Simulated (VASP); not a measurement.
Runs of VASP 6.6.1 on Rb. The structure is that of space group Fd-3m (No. 227), or close to it. The cells are those of the table. This isn't the form of Rb at room conditions, which is bcc.

```tsv
cell	k mesh	gap on the mesh (eV)	pressure (GPa)
a = 7.452 Å, angles 60.0°, 2 atoms	6 × 6 × 6	none	-0.1
a = 7.270 Å, angles 60.0°, 2 atoms	6 × 6 × 6	none	0.0
a = 7.176 Å, angles 60.0°, 2 atoms	9 × 9 × 9	none	0.0
a = 7.176 Å, angles 60.0°, 2 atoms	6 × 6 × 6	none	0.0
a = 7.079 Å, angles 60.0°, 2 atoms	6 × 6 × 6	none	0.0
a = 7.362 Å, angles 60.0°, 2 atoms	6 × 6 × 6	none	-0.1
a = 6.979 Å, angles 60.0°, 2 atoms	6 × 6 × 6	none	(a)
a = 6.876 Å, angles 60.0°, 2 atoms	6 × 6 × 6	none	0.2
```

Alike in all rows: task single point; level PBEsol; potentials or basis VASP PAW PBE potentials, release 64 (Rb_sv); no spin polarisation; cutoff (eV) 520; smearing fermi-dirac 0.1 eV.

Estimate the missing entries.

(a) 0.1.

Caveats: the PAW data sets were made with another functional, which shifts forces and pressure a little.

A k mesh can miss the band edges, and the runs leave out spin-orbit coupling on Rb.

A gap of «none» marks levels without a gap at the run's occupations.
